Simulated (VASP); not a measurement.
# SiSnO4 (P4/mmm) in VASP: further runs

SiSnO4 is run at these levels: PBEsol; tasks: single point, relaxation of cell and atoms.

Program: VASP 6.6.1. These are calculated values, not measurements. Logs are shortened: lines on timing, memory, paths and dates and some standing lists are left out, and cuts for length are marked.

## Step 1: The cell of the first run

The structure is tetragonal, space group P4/mmm (No. 123). The conventional cell has a = 3.403 Å, b = 3.403 Å, c = 4.880 Å, α = 90.00°, β = 90.00°, γ = 90.00°. Si (site symmetry 4/mmm) has 8 O at 2.04 Å within 2.7 Å. Within 2.8 Å of Sn (site symmetry 4/mmm) lie 8 O at 2.15 Å. O (site symmetry 2mm) has 2 Si at 2.04 Å and 2 Sn at 2.15 Å and 6 O at 2.26 to 2.62 Å within 2.7 Å.

## Step 2: Single point, PBEsol

INCAR

```
SYSTEM = SiSnO4
ALGO     = Normal         ! electronic algorithm
EDIFF    = 1E-6           ! SCF threshold, eV
ENCUT    = 600            ! plane-wave cutoff, eV
GGA      = PS             ! functional
GGA_COMPAT= .False.      
ISIF     = 2              ! what is computed and relaxed
ISMEAR   = -1             ! smearing method
LASPH    = .True.         ! aspherical terms in the spheres
LCHARG   = .False.        ! write CHGCAR
LREAL    = .False.        ! projectors in reciprocal space
LWAVE    = .False.        ! write WAVECAR
NBANDS   = 30             ! bands
NELM     = 120            ! most SCF steps
PREC     = Accurate       ! precision mode
SIGMA    = 0.03           ! smearing width, eV
```

KPOINTS

```
k-points
0
Gamma
  6 6 4
  0 0 0
```

POSCAR

```
SiSnO4
1.0
    3.4028736313      0.0000000000      0.0000000000
    0.0000000000      3.4028736313      0.0000000000
    0.0000000000      0.0000000000      4.8802475122
Si Sn O
1 1 4
Direct
    0.0000000000      0.0000000000      0.0000000000
    0.5000000000      0.5000000000      0.5000000000
    0.5000000000      0.0000000000      0.7682883964
    0.0000000000      0.5000000000      0.2317116036
    0.5000000000      0.0000000000      0.2317116036
    0.0000000000      0.5000000000      0.7682883964
```

Potentials or basis: VASP PAW PBE potentials, release 64 (Si, Sn_d, O).

Run with:

```console
$ cat potpaw_PBE.64/Si/POTCAR potpaw_PBE.64/Sn_d/POTCAR potpaw_PBE.64/O/POTCAR > POTCAR
$ mpirun -np 1 vasp_std > vasp.out
```

OUTCAR:

```text
SYSTEM = SiSnO4
   EDIFF = 1E-6
   ENCUT = 600
   GGA = PS
   ISIF = 2
   ISMEAR = -1
   LASPH = .True.
   LREAL = .False.
   NELM = 120
   PREC = Accurate

 ion  position               nearest neighbor table
   1  0.000  0.000  0.000-   3 2.04   4 2.04   5 2.04   6 2.04   4 2.04   6 2.04   3 2.04   5 2.04
                             2 3.43   2 3.43   2 3.43   2 3.43   2 3.43   2 3.43   2 3.43   2 3.43
   2  0.500  0.500  0.500-   3 2.15   4 2.15   5 2.15   6 2.15   3 2.15   5 2.15   4 2.15   6 2.15
                             1 3.43   1 3.43   1 3.43   1 3.43   1 3.43   1 3.43   1 3.43   1 3.43
   3  0.500  0.000  0.768-   1 2.04   1 2.04   2 2.15   2 2.15
   4  0.000  0.500  0.232-   1 2.04   1 2.04   2 2.15   2 2.15
   5  0.500  0.000  0.232-   1 2.04   1 2.04   2 2.15   2 2.15
   6  0.000  0.500  0.768-   1 2.04   1 2.04   2 2.15   2 2.15

  LATTYP: Found a simple tetragonal cell.
 ALAT       =     3.4028736313
 C/A-ratio  =     1.4341547883

  Lattice vectors:

 A1 = (   3.4028736313,   0.0000000000,   0.0000000000)
 A2 = (   0.0000000000,   3.4028736313,   0.0000000000)
 A3 = (   0.0000000000,   0.0000000000,   4.8802475122)

Analysis of symmetry for initial positions (statically):
=====================================================================
 Subroutine PRICEL returns:
 Original cell was already a primitive cell.

 Routine SETGRP: Setting up the symmetry group for a
 simple tetragonal supercell.

 Subroutine GETGRP returns: Found 16 space group operations
 (whereof 16 operations were pure point group operations)
 out of a pool of 16 trial point group operations.

The static configuration has the point symmetry D_4h.

Analysis of symmetry for dynamics (positions and initial velocities):
=====================================================================
 Subroutine PRICEL returns:
 Original cell was already a primitive cell.

 Routine SETGRP: Setting up the symmetry group for a
 simple tetragonal supercell.

 Subroutine GETGRP returns: Found 16 space group operations
 (whereof 16 operations were pure point group operations)
 out of a pool of 16 trial point group operations.

The dynamic configuration has the point symmetry D_4h.

 Subroutine INISYM returns: Found 16 space group operations
 (whereof 16 operations are pure point group operations),
 and found     1 'primitive' translations

----------------------------------------------------------------------------------------

                                     Primitive cell

  volume of cell :      56.5111

  direct lattice vectors                    reciprocal lattice vectors
     3.402873631  0.000000000  0.000000000     0.293869273  0.000000000  0.000000000
     0.000000000  3.402873631  0.000000000     0.000000000  0.293869273  0.000000000
     0.000000000  0.000000000  4.880247512     0.000000000  0.000000000  0.204907640

  length of vectors
     3.402873631  3.402873631  4.880247512     0.293869273  0.293869273  0.204907640

  position of ions in fractional coordinates (direct lattice)
     0.000000000  0.000000000  0.000000000
     0.500000000  0.500000000  0.500000000
     0.500000000  0.000000000  0.768288396
     0.000000000  0.500000000  0.231711604
     0.500000000  0.000000000  0.231711604
     0.000000000  0.500000000  0.768288396

  ion indices of the primitive-cell ions
   primitive index   ion index
                 1           1
                 2           2
                 3           3
                 4           4
                 5           5
                 6           6

----------------------------------------------------------------------------------------

 KPOINTS: k-points

Automatic generation of k-mesh.
 Grid dimensions read from file:
 generate k-points for:    6    6    4

 Generating k-lattice:

  Cartesian coordinates                     Fractional coordinates (reciprocal lattice)
     0.048978212  0.000000000  0.000000000     0.166666667  0.000000000  0.000000000
     0.000000000  0.048978212  0.000000000     0.000000000  0.166666667  0.000000000
     0.000000000  0.000000000  0.051226910     0.000000000  0.000000000  0.250000000

  Length of vectors
     0.048978212  0.048978212  0.051226910

  Shift w.r.t. Gamma in fractional coordinates (k-lattice)
     0.000000000  0.000000000  0.000000000

 Subroutine IBZKPT returns following result:
 ===========================================

 Found     30 irreducible k-points:

 Following reciprocal coordinates:
            Coordinates               Weight
  0.000000  0.000000  0.000000      1.000000
  0.166667  0.000000  0.000000      4.000000
  0.333333  0.000000  0.000000      4.000000
  0.500000  0.000000  0.000000      2.000000
  0.166667  0.166667  0.000000      4.000000
  0.333333  0.166667  0.000000      8.000000
[... 16 lines left out ...]
  0.333333  0.000000  0.500000      4.000000
  0.500000  0.000000  0.500000      2.000000
 [... further k-points ...]
   k-points           NKPTS =     30   k-points in BZ     NKDIM =     30   number of bands    NBANDS=     30
   number of dos      NEDOS =    301   number of ions     NIONS =      6
   total plane-waves  NPLWV =  31360
   dimension x,y,z NGX =    28 NGY =   28 NGZ =   40
   dimension x,y,z NGXF=    56 NGYF=   56 NGZF=   80
   ions per type =               1   1   4
   NGX,Y,Z   is equivalent  to a cutoff of  13.68, 13.68, 13.63 a.u.
   NGXF,Y,Z  is equivalent  to a cutoff of  27.36, 27.36, 27.25 a.u.
 SYSTEM =  SiSnO4
   PREC   = accura    normal or accurate (medium, high low for compatibility)
   ISTART =      0    job   : 0-new  1-cont  2-samecut
   ICHARG =      2    charge: 1-file 2-atom 10-const
   ISPIN  =      1    spin polarized calculation?
   LNONCOLLINEAR =      F non collinear calculations
   LSORBIT =      F    spin-orbit coupling
   LASPH  =      T    aspherical Exc in radial PAW
   ENCUT  =  600.0 eV  44.10 Ry    6.64 a.u.   6.80  6.80  9.75*2*pi/ulx,y,z
   NELM   =    120;   NELMIN=  2; NELMDL= -5     # of ELM steps
   EDIFF  = 0.1E-05   stopping-criterion for ELM
   LREAL  =      F    real-space projection
   EDIFFG = 0.1E-04   stopping-criterion for IOM
   NSW    =      0    number of steps for IOM
   IBRION =     -1    ionic relax: 0-MD 1-quasi-New 2-CG
   NFREE  =      0    steps in history (QN), initial steepest desc. (CG)
   ISIF   =      2    stress and relaxation
   ISYM   =      2    0-nonsym 1-usesym 2-fastsym
   POTIM  = 0.5000    time-step for ionic-motion
   TEBEG  =    0.0;   TEEND  =   0.0 temperature during run
   PSTRESS=    0.0 pullay stress
   NELECT =      42.0000    total number of electrons
   NUPDOWN=      -1.0000    fix difference up-down
   EMIN   =  10.00;   EMAX   =-10.00  energy-range for DOS
   EFERMI =   0.00;   METHOD = LEGACY
   ISMEAR =    -1;   SIGMA  =   0.03  broadening in eV -4-tet -1-fermi 0-gaus
   EFERMI_NEDOS =   21; number of points for ismear=-14 and -15
   IALGO  =     38    algorithm
   IMIX   =      4    mixing-type and parameters
     AMIX     =   0.40;   BMIX     =  1.00
     AMIX_MAG =   1.60;   BMIX_MAG =  1.00
  volume/ion in A,a.u.               =       9.42        63.56
  Fermi-wavevector in a.u.,A,eV,Ry     =   1.482905  2.802285 29.919324  2.199008
  Thomas-Fermi vector in A             =   2.596633
   LORBIT       =      0    0 simple, 1 ext, 2 COOP (PROOUT), +10 PAW based schemes
   GGA     = PS    functional components
   LHFCALC =     F    Hartree Fock is set to
   AEXX    =    0.0000 exact exchange contribution
   IVDW    =     0    specifies the selected vdW correction
   LEPSILON=     F    determine dielectric tensor
   LRPA    =     F    only Hartree local field effects (RPA)
 non-spin polarized calculation
  energy-cutoff  :      600.00
  volume of cell :       56.51
 maximum number of plane-waves:      1924
 NGX is ok and might be reduce to    28
   NGX = 13   NGY = 13   NGZ = 19

 number of electron      41.9999994 magnetization

 Free energy of the ion-electron system (eV)
  ---------------------------------------------------
  ext. energy  EPLUGINS =         0.00000000
  ---------------------------------------------------
  free energy    TOTEN  =       -39.75367362 eV

  energy without entropy =      -39.75364453  energy(sigma->0) =      -39.75365908

 E-fermi :   8.7979     XC(G=0): -12.3493

 val. band max:        8.6367891178   @ k =   0.5000   0.5000   0.5000
 cond. band min:       8.9544100124   @ k =   0.0000   0.0000   0.0000
 fundamental gap:      0.3176208946
 Fermi energy:         8.7978624768

 k-point     1 :       0.0000    0.0000    0.0000
  band No.  band energies     occupation
      1     -12.7885      2.00000
      2     -12.5623      2.00000
      3     -12.1927      2.00000
      4     -12.1927      2.00000
      5     -12.1123      2.00000
      6     -12.1058      2.00000
[... 22 lines left out ...]
     29      20.5600      0.00000
     30      20.5600      0.00000

 k-point     2 :       0.1667    0.0000    0.0000
  band No.  band energies     occupation
      1     -12.7427      2.00000
      2     -12.3711      2.00000
      3     -12.3510      2.00000
      4     -12.1896      2.00000
      5     -12.1192      2.00000
      6     -12.0761      2.00000
[... 22 lines left out ...]
     29      19.6839      0.00000
     30      20.2593      0.00000

 k-point     3 :       0.3333    0.0000    0.0000
  band No.  band energies     occupation
      1     -12.6727      2.00000
      2     -12.6434      2.00000
      3     -12.1835      2.00000
      4     -12.1457      2.00000
      5     -12.1245      2.00000
      6     -11.5784      2.00000
[... 682 lines left out ...]
     29      18.7179      0.00000
     30      21.5499      0.00000

 k-point    24 :       0.5000    0.0000    0.5000
  band No.  band energies     occupation
      1     -12.9087      2.00000
      2     -12.5628      2.00000
      3     -12.1827      2.00000
      4     -12.1585      2.00000
      5     -12.0798      2.00000
      6     -10.1092      2.00000
[... 22 lines left out ...]
     29      19.1671      0.00000
     30      21.2472      0.00000

 [... further k-points ...]

------------------------ aborting loop because EDIFF is reached ----------------------------------------

  FORCE on cell =-STRESS in cart. coord.  units (eV):
  Direction    XX          YY          ZZ          XY          YZ          ZX
  --------------------------------------------------------------------------------------
  -------------------------------------------------------------------------------------
  Total        0.1643776      0.1643776      0.1694081      0.0000000      0.0000000     -0.0000000
  in kB        4.6603626      4.6603626      4.8029860      0.0000000      0.0000000     -0.0000000
  external PRESSURE =       4.7079037 kB  Pullay stress =       0.0000000 kB

 VOLUME and BASIS-vectors are now :
 -----------------------------------------------------------------------------
  energy-cutoff  :      600.00
  volume of cell :       56.51
      direct lattice vectors                 reciprocal lattice vectors
     3.402873631  0.000000000  0.000000000     0.293869273  0.000000000  0.000000000
     0.000000000  3.402873631  0.000000000     0.000000000  0.293869273  0.000000000
     0.000000000  0.000000000  4.880247512     0.000000000  0.000000000  0.204907640

 POSITION                                       TOTAL-FORCE (eV/Angst)
 -----------------------------------------------------------------------------------
      0.00000      0.00000      0.00000         0.000000      0.000000     -0.000000
      1.70144      1.70144      2.44012         0.000000      0.000000     -0.000000
      1.70144      0.00000      3.74944         0.000000     -0.000000      0.024354
      0.00000      1.70144      1.13081         0.000000      0.000000     -0.024354
      1.70144      0.00000      1.13081         0.000000      0.000000     -0.024354
      0.00000      1.70144      3.74944         0.000000      0.000000      0.024354
 -----------------------------------------------------------------------------------
    total drift:                                0.000000      0.000000      0.000000

  FREE ENERGIE OF THE ION-ELECTRON SYSTEM (eV)
  ---------------------------------------------------
  free  energy   TOTEN  =       -39.7536736200 eV

  energy  without entropy=      -39.7536445341  energy(sigma->0) =      -39.75365908
```

Wall time 87 s (1 thread of Oxide Virtual Turin-like, shared host); peak memory 0.18 GiB.

Results:

```
Free energy            : -39.7537 eV
Pressure               : 0.5 GPa
Largest force          : 0.024 eV/Å
Band gap on the k mesh : 0.32 eV (least direct gap 0.62 eV)
```

Forces on the atoms (eV/Å):
```
Si   0.000  0.000  0.000
Sn   0.000  0.000  0.000
O    0.000  0.000  0.024
O    0.000  0.000 -0.024
O    0.000  0.000 -0.024
O    0.000  0.000  0.024
```

Caveat: semilocal functionals underestimate gaps, and a narrow one can read as zero; the PAW data sets were made with another functional, which shifts forces and pressure a little; spin-orbit coupling is left out, which moves the levels of the heavy elements.

## Step 3: Relaxation of cell and atoms, PBEsol

This run uses another cell than the first one, of 12.61 Å³/atom.

INCAR

```
SYSTEM = SiSnO4
ALGO = Normal
EDIFF = 1E-7
EDIFFG = -0.01
ENCUT = 600
GGA = PS
GGA_COMPAT = .FALSE.
IBRION = 2
ISIF = 3
ISMEAR = -1
LASPH = .TRUE.
LCHARG = .FALSE.
LREAL = .FALSE.
LWAVE = .FALSE.
NELM = 120
NELMIN = 4
NSW = 100
PREC = Accurate
SIGMA = 0.03
```

KPOINTS

```
k-points
0
G
  6 6 4
  0 0 0
```

POSCAR

```
SiSnO4
1.0
    3.7466113200      0.0000000000      0.0000000000
    0.0000000000      3.7466113200      0.0000000000
    0.0000000000      0.0000000000      5.3917637800
Si Sn O
1 1 4
Direct
    0.0000000000      0.0000000000      0.0000000000
    0.5000000000      0.5000000000      0.5000000000
    0.5000000000      0.0000000000      0.7327468500
    0.0000000000      0.5000000000      0.2672531500
    0.5000000000      0.0000000000      0.2672531500
    0.0000000000      0.5000000000      0.7327468500
```

Potentials or basis: VASP PAW PBE potentials, release 64 (Si, Sn_d, O).

Run with:

```console
$ cat potpaw_PBE.64/Si/POTCAR potpaw_PBE.64/Sn_d/POTCAR potpaw_PBE.64/O/POTCAR > POTCAR
$ mpirun -np 1 vasp_std > vasp.out
```

Wall time 14 min (1 thread of Oxide Virtual Turin-like, shared host); peak memory 0.22 GiB.

Results (log left out):

```
Free energy                           : -39.8051 eV
Relaxed volume                        : 9.44 Å³/atom
Relaxed cell                          : a = 3.405 Å, b = 3.405 Å, c = 4.885 Å, α = 90.00°, β = 90.00°, γ = 90.00°
Space group after relaxing (to 0.1 Å) : P4/mmm (No. 123)
Energy gained by relaxing             : 577.4 meV/atom
Ionic steps                           : 11
Pressure after relaxing               : -0.1 GPa
Largest force after relaxing          : 0.003 eV/Å
Band gap on the k mesh                : 0.29 eV (least direct gap 0.60 eV)
```

Forces on the atoms (eV/Å):
```
Si   0.000  0.000  0.000
Sn   0.000  0.000  0.000
O    0.000  0.000 -0.003
O    0.000  0.000  0.003
O    0.000  0.000  0.003
O    0.000  0.000 -0.003
```

The path:
```csv
step,energy change (eV),largest force (eV/Å),pressure (GPa),volume (Å³)
1,0.0000,2.1317,-29.29,75.68
2,-2.7976,2.7757,23.06,53.12
3,-2.9134,2.8298,8.97,55.83
4,-2.9806,2.6972,10.88,54.42
5,-3.3952,0.1106,7.59,55.08
6,-3.4214,0.1208,-5.94,58.17
7,-3.4628,0.1138,-0.52,56.77
8,-3.4628,0.1138,-0.37,56.74
9,-3.4643,0.0085,0.13,56.59
10,-3.4644,0.0047,0.15,56.59
11,-3.4644,0.0034,-0.10,56.64
```

Final structure:
```xyz
6
Lattice="3.4052 0.0000 0.0000 0.0000 3.4052 0.0000 0.0000 0.0000 4.8849" Properties=species:S:1:pos:R:3 pbc="T T T"
Si    0.0000    0.0000    4.8849
Sn    1.7026    1.7026    2.4425
O     1.7026    0.0000    3.7539
O     0.0000    1.7026    1.1311
O     1.7026    0.0000    1.1311
O     0.0000    1.7026    3.7539
```

Levels at points of the mesh, in eV from the valence-band top:
```csv
k point,band 18,band 19,band 20,band 21,band 22,band 23,band 24,band 25
"(0.00, 0.00, 0.00)",-1.89,-0.60,-0.60,-0.30,0.29,2.53,5.44,6.12
"(0.50, 0.00, 0.00)",-3.30,-2.18,-1.10,-0.72,4.30,4.30,6.45,8.71
"(0.50, 0.50, 0.00)",-0.70,-0.34,-0.21,-0.21,2.20,2.50,6.89,6.89
"(0.00, 0.00, 0.50)",-1.22,-1.22,-1.17,-1.17,1.84,3.75,4.41,6.11
"(0.50, 0.00, 0.50)",-3.81,-3.53,-3.03,-2.59,4.72,5.11,7.33,9.06
"(0.50, 0.50, 0.50)",-0.96,-0.54,-0.36,0.00,4.03,4.27,7.94,8.78
```

Caveat: the volume moved by over 15 % at a fixed basis, so the end points are rough; semilocal functionals underestimate gaps, and a narrow one can read as zero; the PAW data sets were made with another functional, which shifts forces and pressure a little; spin-orbit coupling is left out, which moves the levels of the heavy elements. A k mesh can miss the band edges.
